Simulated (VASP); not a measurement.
# KF (P4/mmm) in VASP: a series of runs

KF is run at these levels: LDA; tasks: single point.

Everything below comes from runs of VASP 6.6.1. Logs are shortened: lines on timing, memory, paths and dates and some standing lists are left out, and cuts for length are marked.

## (1) The cell of the first run

It takes space group P4/mmm (No. 123, tetragonal). The conventional cell has a = 3.658 Å, b = 3.658 Å, c = 2.586 Å, α = 90.00°, β = 90.00°, γ = 90.00°. K (site symmetry 4/mmm) has 2 K at 2.59 Å and 8 F at 2.89 Å within 3.4 Å. Within 3.4 Å of F (site symmetry 4/mmm) lie 2 F at 2.59 Å and 8 K at 2.89 Å.

## (2) Single point, LDA

The input, INCAR:

```
SYSTEM = KF
  ALGO = Normal
  EDIFF = 1E-7
  ENCUT = 520
  GGA = CA
  ISIF = 2
  ISMEAR = 0
  LASPH = .TRUE.
  LCHARG = .FALSE.
  LREAL = .FALSE.
  LWAVE = .FALSE.
  NBANDS = 15
  NELM = 100
  PREC = Accurate
  SIGMA = 0.05
```

The input, KPOINTS:

```
k-points
0
G
  8 8 8
  0 0 0
```

The input, POSCAR:

```
KF
1.0
    3.6582374591      0.0000000000      0.0000000000
    0.0000000000      3.6582374591      0.0000000000
    0.0000000000      0.0000000000      2.5863738836
K F
1 1
Direct
    0.0000000000      0.0000000000      0.0000000000
    0.5000000000      0.5000000000      0.5000000000
```

Potentials or basis: VASP PAW LDA potentials, release 64 (K_sv, F).

Run with:

```bash
> cat potpaw_LDA.64/K_sv/POTCAR potpaw_LDA.64/F/POTCAR > POTCAR
> mpirun -np 1 vasp_std > vasp.out
```

OUTCAR:

```text
SYSTEM = KF
   EDIFF = 1E-7
   ENCUT = 520
   GGA = CA
   ISIF = 2
   ISMEAR = 0
   LASPH = .TRUE.
   LREAL = .FALSE.
   NELM = 100
   PREC = Accurate

 ion  position               nearest neighbor table
   1  0.000  0.000  0.000-
   2  0.500  0.500  0.500-

  LATTYP: Found a simple tetragonal cell.
 ALAT       =     3.6582374591
 C/A-ratio  =     0.7070000000

  Lattice vectors:

 A1 = (   3.6582374591,   0.0000000000,   0.0000000000)
 A2 = (   0.0000000000,   3.6582374591,   0.0000000000)
 A3 = (   0.0000000000,   0.0000000000,   2.5863738836)

Analysis of symmetry for initial positions (statically):
=====================================================================
 Subroutine PRICEL returns:
 Original cell was already a primitive cell.

 Routine SETGRP: Setting up the symmetry group for a
 simple tetragonal supercell.

 Subroutine GETGRP returns: Found 16 space group operations
 (whereof 16 operations were pure point group operations)
 out of a pool of 16 trial point group operations.

The static configuration has the point symmetry D_4h.

Analysis of symmetry for dynamics (positions and initial velocities):
=====================================================================
 Subroutine PRICEL returns:
 Original cell was already a primitive cell.

 Routine SETGRP: Setting up the symmetry group for a
 simple tetragonal supercell.

 Subroutine GETGRP returns: Found 16 space group operations
 (whereof 16 operations were pure point group operations)
 out of a pool of 16 trial point group operations.

The dynamic configuration has the point symmetry D_4h.

 Subroutine INISYM returns: Found 16 space group operations
 (whereof 16 operations are pure point group operations),
 and found     1 'primitive' translations

----------------------------------------------------------------------------------------

                                     Primitive cell

  volume of cell :      34.6127

  direct lattice vectors                    reciprocal lattice vectors
     3.658237459  0.000000000  0.000000000     0.273355683  0.000000000  0.000000000
     0.000000000  3.658237459  0.000000000     0.000000000  0.273355683  0.000000000
     0.000000000  0.000000000  2.586373884     0.000000000  0.000000000  0.386641702

  length of vectors
     3.658237459  3.658237459  2.586373884     0.273355683  0.273355683  0.386641702

  position of ions in fractional coordinates (direct lattice)
[... 83 lines left out ...]
   IBRION =     -1    ionic relax: 0-MD 1-quasi-New 2-CG
   NFREE  =      0    steps in history (QN), initial steepest desc. (CG)
   ISIF   =      2    stress and relaxation
   ISYM   =      2    0-nonsym 1-usesym 2-fastsym
   POTIM  = 0.5000    time-step for ionic-motion
   TEBEG  =    0.0;   TEEND  =   0.0 temperature during run
   PSTRESS=    0.0 pullay stress
   NELECT =      16.0000    total number of electrons
   NUPDOWN=      -1.0000    fix difference up-down
   EMIN   =  10.00;   EMAX   =-10.00  energy-range for DOS
   EFERMI =   0.00;   METHOD = LEGACY
   ISMEAR =     0;   SIGMA  =   0.05  broadening in eV -4-tet -1-fermi 0-gaus
   EFERMI_NEDOS =   21; number of points for ismear=-14 and -15
   IALGO  =     38    algorithm
   IMIX   =      4    mixing-type and parameters
     AMIX     =   0.40;   BMIX     =  1.00
     AMIX_MAG =   1.60;   BMIX_MAG =  1.00
  volume/ion in A,a.u.               =      17.31       116.79
  Fermi-wavevector in a.u.,A,eV,Ry     =   1.265814  2.392041 21.800402  1.602284
  Thomas-Fermi vector in A             =   2.399047
   LORBIT       =      0    0 simple, 1 ext, 2 COOP (PROOUT), +10 PAW based schemes
   GGA     = CA    functional components
   LHFCALC =     F    Hartree Fock is set to
   AEXX    =    0.0000 exact exchange contribution
   IVDW    =     0    specifies the selected vdW correction
   LEPSILON=     F    determine dielectric tensor
   LRPA    =     F    only Hartree local field effects (RPA)
 non-spin polarized calculation
 Gauss-broadening in eV      SIGMA  =   0.05
  energy-cutoff  :      520.00
  volume of cell :       34.61
 maximum number of plane-waves:       950
 NGX is ok and might be reduce to    28

 number of electron      15.9999998 magnetization

 Free energy of the ion-electron system (eV)
  ---------------------------------------------------
  ext. energy  EPLUGINS =         0.00000000
  ---------------------------------------------------
  free energy    TOTEN  =        -8.06045738 eV

  energy without entropy =       -8.06045738  energy(sigma->0) =       -8.06045738

 E-fermi :  -0.5507     XC(G=0):  -9.6936

 val. band max:       -0.8111909406   @ k =   0.5000   0.5000   0.0000
 cond. band min:       3.3285227329   @ k =   0.0000   0.0000   0.0000
 fundamental gap:      4.1397136734
 Fermi energy:        -0.5507398598

 k-point     1 :       0.0000    0.0000    0.0000
  band No.  band energies     occupation
      1     -29.8946      2.00000
      2     -20.5538      2.00000
      3     -13.1867      2.00000
      4     -13.1867      2.00000
      5     -11.5193      2.00000
      6      -2.4815      2.00000
      7      -2.4815      2.00000
      8      -0.8289      2.00000
      9       3.3285      0.00000
     10       4.6510      0.00000
     11       5.5833      0.00000
     12       9.1716      0.00000
     13      12.8234      0.00000
     14      12.8234      0.00000
[... 401 lines left out ...]
      2     -20.5310      2.00000
      3     -13.3387      2.00000
      4     -13.1036      2.00000
      5     -12.1492      2.00000
      6      -3.1874      2.00000
      7      -2.6841      2.00000
      8      -1.2373      2.00000
      9       6.3943      0.00000
     10       6.7783      0.00000
     11       7.0643      0.00000
     12       9.0595      0.00000
     13      10.8853      0.00000
     14      11.3604      0.00000
     15      11.7685      0.00000

 [... further k-points ...]
[... 5 lines left out ...]
  --------------------------------------------------------------------------------------
  -------------------------------------------------------------------------------------
  Total       -3.2644792     -3.2644792      4.7683760      0.0000000      0.0000000     -0.0000000
  in kB     -151.1086726   -151.1086726    220.7221844      0.0000000      0.0000000     -0.0000000
  external PRESSURE =     -27.1650536 kB  Pullay stress =       0.0000000 kB

 VOLUME and BASIS-vectors are now :
 -----------------------------------------------------------------------------
  energy-cutoff  :      520.00
  volume of cell :       34.61
      direct lattice vectors                 reciprocal lattice vectors
     3.658237459  0.000000000  0.000000000     0.273355683  0.000000000  0.000000000
     0.000000000  3.658237459  0.000000000     0.000000000  0.273355683  0.000000000
     0.000000000  0.000000000  2.586373884     0.000000000  0.000000000  0.386641702

 POSITION                                       TOTAL-FORCE (eV/Angst)
 -----------------------------------------------------------------------------------
      0.00000      0.00000      0.00000         0.000000      0.000000      0.000000
      1.82912      1.82912      1.29319         0.000000      0.000000      0.000000
 -----------------------------------------------------------------------------------
    total drift:                                0.000000      0.000000      0.000000

  FREE ENERGIE OF THE ION-ELECTRON SYSTEM (eV)
  ---------------------------------------------------
  free  energy   TOTEN  =        -8.0604573849 eV

  energy  without entropy=       -8.0604573849  energy(sigma->0) =       -8.06045738
```

OSZICAR:

```text
N       E                     dE             d eps       ncg     rms          rms(c)
DAV:   1     0.114414053772E+03    0.11441E+03   -0.82957E+03  2258   0.106E+03
DAV:   2    -0.469613735738E+01   -0.11911E+03   -0.10730E+03  2918   0.294E+02
DAV:   3    -0.920293844031E+01   -0.45068E+01   -0.44851E+01  2806   0.517E+01
DAV:   4    -0.932668586398E+01   -0.12375E+00   -0.12372E+00  3136   0.825E+00
DAV:   5    -0.932785341998E+01   -0.11676E-02   -0.11675E-02  2943   0.754E-01    0.599E+00
DAV:   6    -0.819567055694E+01    0.11322E+01   -0.27227E+00  2551   0.126E+01    0.404E+00
DAV:   7    -0.811248670927E+01    0.83184E-01   -0.83472E-02  2831   0.226E+00    0.234E+00
DAV:   8    -0.806029038038E+01    0.52196E-01   -0.65894E-02  2663   0.237E+00    0.299E-01
DAV:   9    -0.806044739485E+01   -0.15701E-03   -0.33437E-03  2592   0.556E-01    0.103E-01
DAV:  10    -0.806045472074E+01   -0.73259E-05   -0.24087E-04  2996   0.158E-01    0.599E-02
DAV:  11    -0.806046544244E+01   -0.10722E-04   -0.39580E-05  2687   0.708E-02    0.219E-02
DAV:  12    -0.806045730169E+01    0.81408E-05   -0.13589E-05  2745   0.410E-02    0.208E-03
DAV:  13    -0.806045738492E+01   -0.83230E-07   -0.89976E-07  2604   0.786E-03
   1 F= -.80604574E+01 E0= -.80604574E+01  d E =-.355974E-15
```

stdout:

```text
POSCAR found type information on POSCAR K F
 POSCAR found :  2 types and       2 ions
 scaLAPACK will be used
 LDA part: xc-table for (Slater(with rela. corr.)+CA(PZ))
 , standard interpolation
 POSCAR, INCAR and KPOINTS ok, starting setup
 FFT: planning ... GRIDC
 FFT: planning ... GRID_SOFT
 FFT: planning ... GRID
 WAVECAR not read
 entering main loop
```

Run time: 21 s. Hardware: 1 thread of Intel Xeon Platinum 8375C at 2.90GHz (Ice Lake), shared host; peak memory 0.15 GiB.

What came out:

| Item | Value |
| --- | --- |
| Free energy | -8.0605 eV |
| Pressure | -2.7 GPa |
| Band gap on the k mesh | 4.14 eV, indirect (least direct gap 4.16 eV) |

Stress tensor (GPa, compression positive):
```
-15.11   0.00   0.00
  0.00 -15.11   0.00
  0.00   0.00  22.07
```

## (3) Single point, LDA

This run uses another cell than the first one, of the same volume but with other edges.

The input, INCAR:

```
SYSTEM = KF
ALGO = Normal ; EDIFF = 1E-6
ENCUT = 520 ; ISIF = 2
ISMEAR = 0 ; LASPH = .True.
LCHARG = .False. ; LREAL = .False.
LWAVE = .False. ; NBANDS = 15
NELM = 80 ; PREC = Accurate
SIGMA = 0.05
```

The input, KPOINTS:

```
k-points
0
Gamma
  8 8 8
  0 0 0
```

The input, POSCAR:

```
KF
1.0
    3.4403718736      0.0000000000      0.0000000000
    0.0000000000      3.4403718736      0.0000000000
    0.0000000000      0.0000000000      2.9243160926
K F
1 1
Direct
    0.0000000000      0.0000000000      0.0000000000
    0.5000000000      0.5000000000      0.5000000000
```

Potentials or basis: VASP PAW LDA potentials, release 64 (K_sv, F).

Run with:

```bash
> cat potpaw_LDA.64/K_sv/POTCAR potpaw_LDA.64/F/POTCAR > POTCAR
> mpirun -np 1 vasp_std > vasp.out
```

OUTCAR:

```text
SYSTEM = KF
   EDIFF = 1E-6
   ENCUT = 520
   ISIF = 2
   ISMEAR = 0
   LASPH = .True.
   LREAL = .False.
   NELM = 80
   PREC = Accurate

 ion  position               nearest neighbor table
   1  0.000  0.000  0.000-   2 2.84   2 2.84   2 2.84   2 2.84   2 2.84   2 2.84   2 2.84   2 2.84

   2  0.500  0.500  0.500-   1 2.84   1 2.84   1 2.84   1 2.84   1 2.84   1 2.84   1 2.84   1 2.84

  LATTYP: Found a simple tetragonal cell.
 ALAT       =     3.4403718736
 C/A-ratio  =     0.8500000000

  Lattice vectors:

 A1 = (   3.4403718736,   0.0000000000,   0.0000000000)
 A2 = (   0.0000000000,   3.4403718736,   0.0000000000)
 A3 = (   0.0000000000,   0.0000000000,   2.9243160926)

Analysis of symmetry for initial positions (statically):
=====================================================================
 Subroutine PRICEL returns:
 Original cell was already a primitive cell.

 Routine SETGRP: Setting up the symmetry group for a
 simple tetragonal supercell.

 Subroutine GETGRP returns: Found 16 space group operations
 (whereof 16 operations were pure point group operations)
 out of a pool of 16 trial point group operations.

The static configuration has the point symmetry D_4h.

Analysis of symmetry for dynamics (positions and initial velocities):
=====================================================================
 Subroutine PRICEL returns:
 Original cell was already a primitive cell.

 Routine SETGRP: Setting up the symmetry group for a
 simple tetragonal supercell.

 Subroutine GETGRP returns: Found 16 space group operations
 (whereof 16 operations were pure point group operations)
 out of a pool of 16 trial point group operations.

The dynamic configuration has the point symmetry D_4h.

 Subroutine INISYM returns: Found 16 space group operations
 (whereof 16 operations are pure point group operations),
 and found     1 'primitive' translations

[... 116 lines left out ...]
  Fermi-wavevector in a.u.,A,eV,Ry     =   1.265814  2.392041 21.800402  1.602284
  Thomas-Fermi vector in A             =   2.399047
   LORBIT       =      0    0 simple, 1 ext, 2 COOP (PROOUT), +10 PAW based schemes
   GGA     = CA    functional components
   LHFCALC =     F    Hartree Fock is set to
   AEXX    =    0.0000 exact exchange contribution
   IVDW    =     0    specifies the selected vdW correction
   LEPSILON=     F    determine dielectric tensor
   LRPA    =     F    only Hartree local field effects (RPA)
 non-spin polarized calculation
 Gauss-broadening in eV      SIGMA  =   0.05
  energy-cutoff  :      520.00
  volume of cell :       34.61
 maximum number of plane-waves:       957
 NGX is ok and might be reduce to    28

 number of electron      15.9999988 magnetization

 Free energy of the ion-electron system (eV)
  ---------------------------------------------------
  ext. energy  EPLUGINS =         0.00000000
  ---------------------------------------------------
  free energy    TOTEN  =        -8.70919914 eV

  energy without entropy =       -8.70919914  energy(sigma->0) =       -8.70919914

 E-fermi :  -1.6337     XC(G=0):  -9.7221

 val. band max:       -1.9144401539   @ k =   0.5000   0.5000   0.0000
 cond. band min:       3.4100491406   @ k =   0.0000   0.0000   0.0000
 fundamental gap:      5.3244892945
 Fermi energy:        -1.6337067205

 k-point     1 :       0.0000    0.0000    0.0000
  band No.  band energies     occupation
      1     -29.1715      2.00000
      2     -20.8334      2.00000
      3     -12.5063      2.00000
      4     -12.5063      2.00000
      5     -11.9589      2.00000
      6      -2.5895      2.00000
      7      -2.5895      2.00000
      8      -1.9475      2.00000
      9       3.4100      0.00000
     10       5.2709      0.00000
     11       5.7500      0.00000
     12      10.4816      0.00000
     13      11.8825      0.00000
     14      11.8825      0.00000
[... 401 lines left out ...]
      2     -20.8460      2.00000
      3     -12.9174      2.00000
      4     -12.4832      2.00000
      5     -12.2018      2.00000
      6      -3.4478      2.00000
      7      -2.8071      2.00000
      8      -2.1860      2.00000
      9       6.6426      0.00000
     10       6.9504      0.00000
     11       7.3937      0.00000
     12       9.4188      0.00000
     13      10.8123      0.00000
     14      10.9944      0.00000
     15      12.9533      0.00000

 [... further k-points ...]
[... 5 lines left out ...]
  --------------------------------------------------------------------------------------
  -------------------------------------------------------------------------------------
  Total       -2.1735864     -2.1735864      0.8461323      0.0000000      0.0000000      0.0000000
  in kB     -100.6126057   -100.6126057     39.1664085      0.0000000      0.0000000      0.0000000
  external PRESSURE =     -54.0196010 kB  Pullay stress =       0.0000000 kB

 VOLUME and BASIS-vectors are now :
 -----------------------------------------------------------------------------
  energy-cutoff  :      520.00
  volume of cell :       34.61
      direct lattice vectors                 reciprocal lattice vectors
     3.440371874  0.000000000  0.000000000     0.290666253  0.000000000  0.000000000
     0.000000000  3.440371874  0.000000000     0.000000000  0.290666253  0.000000000
     0.000000000  0.000000000  2.924316093     0.000000000  0.000000000  0.341960297

 POSITION                                       TOTAL-FORCE (eV/Angst)
 -----------------------------------------------------------------------------------
      0.00000      0.00000      0.00000         0.000000      0.000000      0.000000
      1.72019      1.72019      1.46216         0.000000      0.000000      0.000000
 -----------------------------------------------------------------------------------
    total drift:                                0.000000      0.000000      0.000000

  FREE ENERGIE OF THE ION-ELECTRON SYSTEM (eV)
  ---------------------------------------------------
  free  energy   TOTEN  =        -8.7091991438 eV

  energy  without entropy=       -8.7091991438  energy(sigma->0) =       -8.70919914
```

stdout:

```text
POSCAR found type information on POSCAR K F
 POSCAR found :  2 types and       2 ions
 scaLAPACK will be used
 LDA part: xc-table for (Slater(with rela. corr.)+CA(PZ))
 , standard interpolation
 POSCAR, INCAR and KPOINTS ok, starting setup
 FFT: planning ... GRIDC
 FFT: planning ... GRID_SOFT
 FFT: planning ... GRID
 WAVECAR not read
 entering main loop
```

Run time: 26 s. Hardware: 1 thread of Intel Xeon Platinum 8375C at 2.90GHz (Ice Lake), shared host; peak memory 0.16 GiB.

Results:

* Free energy: -8.7092 eV
* Pressure: -5.4 GPa
* Band gap on the k mesh: 5.32 eV, indirect (least direct gap 5.36 eV)

Levels at points of the mesh, in eV from the valence-band top:
| k point | band 6 | band 7 | band 8 | band 9 | band 10 | band 11 |
| --- | --- | --- | --- | --- | --- | --- |
| (0.00, 0.00, 0.00) | -0.68 | -0.68 | -0.03 | 5.32 | 7.19 | 7.66 |
| (0.50, 0.00, 0.00) | -1.74 | -0.89 | -0.08 | 7.91 | 8.46 | 9.67 |
| (0.50, 0.50, 0.00) | -1.08 | -1.08 | 0.00 | 7.73 | 8.41 | 12.39 |
| (0.00, 0.00, 0.50) | -1.78 | -0.71 | -0.71 | 9.04 | 9.35 | 10.55 |
| (0.50, 0.00, 0.50) | -1.25 | -0.97 | -0.56 | 7.15 | 8.49 | 9.93 |
| (0.50, 0.50, 0.50) | -1.61 | -1.44 | -1.44 | 8.94 | 8.94 | 10.74 |

 A k mesh can miss the band edges.
